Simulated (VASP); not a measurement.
H2CI2, 5 atoms in the cell. The structure is orthorhombic, space group Fmm2 (No. 42). The conventional cell has a = 7.074 Å, b = 12.444 Å, c = 4.597 Å, α = 90.00°, β = 90.00°, γ = 90.00°. Within 1.5 Å of H (site symmetry m) lie 1 C at 1.09 Å. C (site symmetry mm2) has 2 H at 1.09 Å within 1.5 Å. Within 2.8 Å of I (site symmetry m) lie 1 C at 2.12 Å and 2 H at 2.66 Å. 

* Program: VASP 6.6.1
* Task: relaxation of shape and atoms at fixed volume
* Functional: PBEsol
* Potentials or basis: VASP PAW PBE potentials, release 64 (H, C, I)
* Cutoff: 600 eV
* k mesh: 6 × 6 × 6
* Occupations: gaussian, width 0.02 eV
* Spin: no spin polarisation
* Dipole correction: no
* Further INCAR settings: ALGO = Normal; EDIFF = 1e-07; IBRION = 2; EDIFFG = -0.01; NSW = 50; ISIF = 4

Potentials or basis: VASP PAW PBE potentials, release 64 (H, C, I).

Run with:

```sh
$ cat potpaw_PBE.64/H/POTCAR potpaw_PBE.64/C/POTCAR potpaw_PBE.64/I/POTCAR > POTCAR
$ mpirun -np 1 vasp_std > vasp.out
```

Hardware: 1 thread of Intel Xeon 8259CL, with other jobs on the host.

Estimate the wall time of this run.

Run time: 22 min on 1 thread of Intel Xeon 8259CL (shared host), peak memory 0.39 GiB. Counts: scf iterations 84, k points 46, ion steps 12.
